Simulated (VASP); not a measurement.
# TaN (Fm-3m) in VASP: a series of runs

TaN is run at these levels: PBE; tasks: single point.

Everything below comes from runs of VASP 6.6.1. Logs are shortened: lines on timing, memory, paths and dates and some standing lists are left out, and cuts for length are marked.

### Step 1. The cell of the first run

It takes space group Fm-3m (No. 225, cubic). Conventional cell: a = 4.532 Å, b = 4.532 Å, c = 4.532 Å, α = 90.00°, β = 90.00°, γ = 90.00°. Within 3.0 Å of Ta (site symmetry m-3m) lie 6 N at 2.27 Å. Within 3.0 Å of N (site symmetry m-3m) lie 6 Ta at 2.27 Å.

### Step 2. Single point, PBE (strain +0.040 along x and y, +0.040 along z)

File INCAR:

```
SYSTEM = TaN
PREC = Accurate
ENCUT = 600
EDIFF = 1E-6
ISMEAR = 0
SIGMA = 0.15
LREAL = .False.
LASPH = .True.
NELM = 120
ALGO = Normal
ISIF = 2
LWAVE = .False.
LCHARG = .False.
GGA = PE
NBANDS = 15
GGA_COMPAT = .False.
```

File KPOINTS:

```
Automatic mesh
0
Gamma
  18 18 18
  0 0 0
```

File POSCAR:

```
TaN
1.0
    0.0000000000      2.2661600000      2.2661600000
    2.2661600000      0.0000000000      2.2661600000
    2.2661600000      2.2661600000      0.0000000000
Ta N
1 1
Direct
    0.5000000000      0.5000000000      0.5000000000
    0.0000000000      0.0000000000      0.0000000000
```

Potentials or basis: VASP PAW PBE potentials, release 64 (Ta_pv, N).

Run with:

```bash
$ cat potpaw_PBE.64/Ta_pv/POTCAR potpaw_PBE.64/N/POTCAR > POTCAR
$ mpirun -np 1 vasp_std > vasp.out
```

OUTCAR:

```text
SYSTEM = TaN
   PREC = Accurate
   ENCUT = 600
   EDIFF = 1E-6
   ISMEAR = 0
   LREAL = .False.
   LASPH = .True.
   NELM = 120
   ISIF = 2
   GGA = PE

 ion  position               nearest neighbor table
   1  0.500  0.500  0.500-   2 2.27   2 2.27   2 2.27   2 2.27   2 2.27   2 2.27
   2  0.000  0.000  0.000-   1 2.27   1 2.27   1 2.27   1 2.27   1 2.27   1 2.27

  LATTYP: Found a face centered cubic cell.
 ALAT       =     4.5323200000

  Lattice vectors:

 A1 = (   0.0000000000,   2.2661600000,   2.2661600000)
 A2 = (   2.2661600000,   0.0000000000,   2.2661600000)
 A3 = (   2.2661600000,   2.2661600000,   0.0000000000)

Analysis of symmetry for initial positions (statically):
=====================================================================
 Subroutine PRICEL returns:
 Original cell was already a primitive cell.

 Routine SETGRP: Setting up the symmetry group for a
 face centered cubic supercell.

 Subroutine GETGRP returns: Found 48 space group operations
 (whereof 48 operations were pure point group operations)
 out of a pool of 48 trial point group operations.

The static configuration has the point symmetry O_h .

Analysis of symmetry for dynamics (positions and initial velocities):
=====================================================================
 Subroutine PRICEL returns:
 Original cell was already a primitive cell.

 Routine SETGRP: Setting up the symmetry group for a
 face centered cubic supercell.

 Subroutine GETGRP returns: Found 48 space group operations
 (whereof 48 operations were pure point group operations)
 out of a pool of 48 trial point group operations.

The dynamic configuration has the point symmetry O_h .

 Subroutine INISYM returns: Found 48 space group operations
 (whereof 48 operations are pure point group operations),
 and found     1 'primitive' translations

----------------------------------------------------------------------------------------

                                     Primitive cell

  volume of cell :      23.2756

  direct lattice vectors                    reciprocal lattice vectors
     0.000000000  2.266160000  2.266160000    -0.220637554  0.220637554  0.220637554
     2.266160000  0.000000000  2.266160000     0.220637554 -0.220637554  0.220637554
     2.266160000  2.266160000  0.000000000     0.220637554  0.220637554 -0.220637554

  length of vectors
     3.204834207  3.204834207  3.204834207     0.382155454  0.382155454  0.382155454

  position of ions in fractional coordinates (direct lattice)
     0.500000000  0.500000000  0.500000000
     0.000000000  0.000000000  0.000000000

  ion indices of the primitive-cell ions
   primitive index   ion index
                 1           1
                 2           2

----------------------------------------------------------------------------------------

 KPOINTS: Automatic mesh

Automatic generation of k-mesh.
 Grid dimensions read from file:
 generate k-points for:   18   18   18

 Generating k-lattice:

  Cartesian coordinates                     Fractional coordinates (reciprocal lattice)
    -0.012257642  0.012257642  0.012257642     0.055555556  0.000000000  0.000000000
     0.012257642 -0.012257642  0.012257642     0.000000000  0.055555556  0.000000000
     0.012257642  0.012257642 -0.012257642     0.000000000  0.000000000  0.055555556

  Length of vectors
     0.021230859  0.021230859  0.021230859

  Shift w.r.t. Gamma in fractional coordinates (k-lattice)
     0.000000000  0.000000000  0.000000000

 Subroutine IBZKPT returns following result:
 ===========================================

 Found    195 irreducible k-points:

 Following reciprocal coordinates:
            Coordinates               Weight
  0.000000  0.000000  0.000000      1.000000
  0.055556  0.000000  0.000000      8.000000
  0.111111  0.000000  0.000000      8.000000
  0.166667  0.000000  0.000000      8.000000
  0.222222  0.000000  0.000000      8.000000
  0.277778  0.000000  0.000000      8.000000
[... 16 lines left out ...]
 -0.277778  0.055556  0.000000     24.000000
 -0.222222  0.055556  0.000000     24.000000
 [... further k-points ...]
   k-points           NKPTS =    195   k-points in BZ     NKDIM =    195   number of bands    NBANDS=     15
   number of dos      NEDOS =    301   number of ions     NIONS =      2
   total plane-waves  NPLWV =  21952
   dimension x,y,z NGX =    28 NGY =   28 NGZ =   28
   dimension x,y,z NGXF=    56 NGYF=   56 NGZF=   56
   ions per type =               1   1
   NGX,Y,Z   is equivalent  to a cutoff of  14.52, 14.52, 14.52 a.u.
   NGXF,Y,Z  is equivalent  to a cutoff of  29.05, 29.05, 29.05 a.u.
 SYSTEM =  TaN
   PREC   = accura    normal or accurate (medium, high low for compatibility)
   ISTART =      0    job   : 0-new  1-cont  2-samecut
   ICHARG =      2    charge: 1-file 2-atom 10-const
   ISPIN  =      1    spin polarized calculation?
   LNONCOLLINEAR =      F non collinear calculations
   LSORBIT =      F    spin-orbit coupling
   LASPH  =      T    aspherical Exc in radial PAW
   ENCUT  =  600.0 eV  44.10 Ry    6.64 a.u.   6.40  6.40  6.40*2*pi/ulx,y,z
   NELM   =    120;   NELMIN=  2; NELMDL= -5     # of ELM steps
   EDIFF  = 0.1E-05   stopping-criterion for ELM
   LREAL  =      F    real-space projection
   EDIFFG = 0.1E-04   stopping-criterion for IOM
   NSW    =      0    number of steps for IOM
   IBRION =     -1    ionic relax: 0-MD 1-quasi-New 2-CG
   NFREE  =      0    steps in history (QN), initial steepest desc. (CG)
   ISIF   =      2    stress and relaxation
   ISYM   =      2    0-nonsym 1-usesym 2-fastsym
   POTIM  = 0.5000    time-step for ionic-motion
   TEBEG  =    0.0;   TEEND  =   0.0 temperature during run
   PSTRESS=    0.0 pullay stress
   NELECT =      16.0000    total number of electrons
   NUPDOWN=      -1.0000    fix difference up-down
   EMIN   =  10.00;   EMAX   =-10.00  energy-range for DOS
   EFERMI =   0.00;   METHOD = LEGACY
   ISMEAR =     0;   SIGMA  =   0.15  broadening in eV -4-tet -1-fermi 0-gaus
   EFERMI_NEDOS =   21; number of points for ismear=-14 and -15
   IALGO  =     38    algorithm
   IMIX   =      4    mixing-type and parameters
     AMIX     =   0.40;   BMIX     =  1.00
     AMIX_MAG =   1.60;   BMIX_MAG =  1.00
  volume/ion in A,a.u.               =      11.64        78.54
  Fermi-wavevector in a.u.,A,eV,Ry     =   1.444822  2.730317 28.402295  2.087510
  Thomas-Fermi vector in A             =   2.563073
   LORBIT       =      0    0 simple, 1 ext, 2 COOP (PROOUT), +10 PAW based schemes
   GGA     = PE    functional components
   LHFCALC =     F    Hartree Fock is set to
   AEXX    =    0.0000 exact exchange contribution
   IVDW    =     0    specifies the selected vdW correction
   LEPSILON=     F    determine dielectric tensor
   LRPA    =     F    only Hartree local field effects (RPA)
 non-spin polarized calculation
 Gauss-broadening in eV      SIGMA  =   0.15
  energy-cutoff  :      600.00
  volume of cell :       23.28
 maximum number of plane-waves:       792
 NGX is ok and might be reduce to    28
   NGX = 13   NGY = 13   NGZ = 13

 number of electron      16.0000002 magnetization

 Free energy of the ion-electron system (eV)
  ---------------------------------------------------
  ext. energy  EPLUGINS =         0.00000000
  ---------------------------------------------------
  free energy    TOTEN  =       -21.71876218 eV

  energy without entropy =      -21.70777716  energy(sigma->0) =      -21.71326967

 E-fermi :   8.5438     XC(G=0): -12.9430

 val. band max:        8.5345565871   @ k =   0.2222   0.1667   0.0556
 cond. band min:       8.5527222706   @ k =   0.2222   0.1667   0.0556
 fundamental gap:      0.0181656835
 Fermi energy:         8.5437683290

 k-point     1 :       0.0000    0.0000    0.0000
  band No.  band energies     occupation
      1     -27.4055      2.00000
      2     -27.4055      2.00000
      3     -27.4055      2.00000
      4      -9.5774      2.00000
      5       4.9813      2.00000
      6       4.9813      2.00000
      7       4.9813      2.00000
      8       6.6725      2.00000
      9       6.6725      2.00000
     10       6.6725      2.00000
     11       8.5845      0.70076
     12       8.5845      0.70075
     13       9.3301      0.00000
     14      17.9090      0.00000
     15      20.7104      0.00000

 k-point     2 :       0.0556    0.0000    0.0000
  band No.  band energies     occupation
      1     -27.4247      2.00000
      2     -27.4074      2.00000
      3     -27.4074      2.00000
      4      -9.5147      2.00000
      5       4.5866      2.00000
      6       4.7392      2.00000
      7       4.7392      2.00000
      8       6.7846      2.00000
      9       6.7846      2.00000
     10       6.8314      2.00000
     11       8.8606      0.00281
     12       8.8606      0.00281
     13       9.5752      0.00000
     14      18.1149      0.00000
     15      20.7103      0.00000

 k-point     3 :       0.1111    0.0000    0.0000
  band No.  band energies     occupation
      1     -27.4795      2.00000
      2     -27.4128      2.00000
      3     -27.4128      2.00000
      4      -9.3317      2.00000
      5       3.7479      2.00000
      6       4.2035      2.00000
      7       4.2035      2.00000
      8       7.0534      2.00000
      9       7.0534      2.00000
     10       7.0791      2.00000
     11       9.5590      0.00000
     12       9.5590      0.00000
     13      10.2059      0.00000
     14      18.6910      0.00000
     15      20.7100      0.00000
[... 343 lines left out ...]
 k-point    23 :      -0.2778    0.0556    0.0000
  band No.  band energies     occupation
      1     -27.7980      2.00000
      2     -27.4663      2.00000
      3     -27.4385      2.00000
      4      -8.0918      2.00000
      5       0.6118      2.00000
      6       2.2613      2.00000
      7       2.5463      2.00000
      8       8.0686      1.99999
      9       8.4065      1.80456
     10       9.2299      0.00000
     11      11.8971      0.00000
     12      13.1345      0.00000
     13      13.3728      0.00000
     14      19.9535      0.00000
     15      20.7208      0.00000

 k-point    24 :      -0.2222    0.0556    0.0000
  band No.  band energies     occupation
      1     -27.6983      2.00000
      2     -27.4552      2.00000
      3     -27.4273      2.00000
      4      -8.5064      2.00000
      5       1.4320      2.00000
      6       2.6844      2.00000
      7       3.0290      2.00000
      8       7.6714      2.00000
      9       7.8440      2.00000
     10       8.6443      0.34335
     11      10.9585      0.00000
     12      12.3987      0.00000
     13      12.4792      0.00000
     14      20.3462      0.00000
     15      20.7152      0.00000

 [... further k-points ...]
[... 5 lines left out ...]
  --------------------------------------------------------------------------------------
  -------------------------------------------------------------------------------------
  Total       -3.0533669     -3.0533669     -3.0533669     -0.0000000      0.0000000      0.0000000
  in kB     -210.1782987   -210.1782987   -210.1782987     -0.0000000      0.0000000      0.0000000
  external PRESSURE =    -210.1782987 kB  Pullay stress =       0.0000000 kB

 VOLUME and BASIS-vectors are now :
 -----------------------------------------------------------------------------
  energy-cutoff  :      600.00
  volume of cell :       23.28
      direct lattice vectors                 reciprocal lattice vectors
     0.000000000  2.266160000  2.266160000    -0.220637554  0.220637554  0.220637554
     2.266160000  0.000000000  2.266160000     0.220637554 -0.220637554  0.220637554
     2.266160000  2.266160000  0.000000000     0.220637554  0.220637554 -0.220637554

 POSITION                                       TOTAL-FORCE (eV/Angst)
 -----------------------------------------------------------------------------------
      2.26616      2.26616      2.26616         0.000000     -0.000000      0.000000
      0.00000      0.00000      0.00000        -0.000000      0.000000     -0.000000
 -----------------------------------------------------------------------------------
    total drift:                                0.000000      0.000000      0.000000

  FREE ENERGIE OF THE ION-ELECTRON SYSTEM (eV)
  ---------------------------------------------------
  free  energy   TOTEN  =       -21.7187621825 eV

  energy  without entropy=      -21.7077771586  energy(sigma->0) =      -21.71326967
```

It took 38 s on 1 thread of Intel Xeon Platinum 8559C (Emerald Rapids), shared host; peak memory 0.23 GiB.

Results:

| Quantity | Value |
| --- | --- |
| Free energy | -21.7188 eV |
| Pressure | -21.0 GPa |
| Band gap on the k mesh | zero (bands 8 and 9 overlap by 3.50 eV) |

Caveat: the cell differs from its parent crystal (strain +0.040 along x and y, +0.040 along z); the cell stands under tension; spin-orbit coupling is left out, which moves the levels of the heavy elements.

(Part 1 of 2 ends here.)
